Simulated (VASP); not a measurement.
A run of VASP 6.6.1 is set up as follows.

The input INCAR:

```
SYSTEM = MnO2
PREC = Accurate
ENCUT = 600
EDIFF = 1E-6
ISMEAR = -1
SIGMA = 0.05
LREAL = .FALSE.
LASPH = .TRUE.
NELM = 200
ALGO = Normal
ISIF = 2
LWAVE = .FALSE.
LCHARG = .FALSE.
ISPIN = 2
MAGMOM = 4 0 0
LORBIT = 11
LMAXMIX = 4
GGA = PS
NBANDS = 24
GGA_COMPAT = .FALSE.
```

File KPOINTS:

```
Automatic mesh
0
G
  9 9 5
  0 0 0
```

The input POSCAR:

```
MnO2
1.0
    2.8565781804      0.0000000000      0.0000000000
   -1.4282890902      2.4738692722      0.0000000000
    0.0000000000      0.0000000000      4.6934015401
Mn O
1 2
Direct
    0.0000000000      0.0000000000      0.5000000000
    0.3333333333      0.6666666667      0.7005671084
    0.6666666667      0.3333333333      0.2994328916
```

Potentials or basis: VASP PAW PBE potentials, release 64 (Mn_sv, O).

Launch:

```sh
$ cat potpaw_PBE.64/Mn_sv/POTCAR potpaw_PBE.64/O/POTCAR > POTCAR
$ mpirun -np 1 vasp_std > vasp.out
```

Problem. Estimate the net moment.

Solution. 3.00 μB per cell.

Problem. Estimate the largest force.

Solution. 0.007 eV/Å.

Problem. Estimate the site moments.

Solution. Mn +2.72; O +0.04 μB.

Problem. What does it give for the band gap on the k mesh?

Solution. 0.72 eV, indirect (least direct gap 0.77 eV).

Forces in eV/Å, atoms in the order of the input:
```
Mn   0.000  0.000  0.000
O    0.000  0.000 -0.007
O    0.000  0.000  0.007
```

Caveat: the PAW data sets were made with another functional, which shifts forces and pressure a little; a cell with one magnetic atom can't hold antiferromagnetic order, which such compounds often take. A hybrid or GW would open this gap; PBEsol tends to underestimate it.
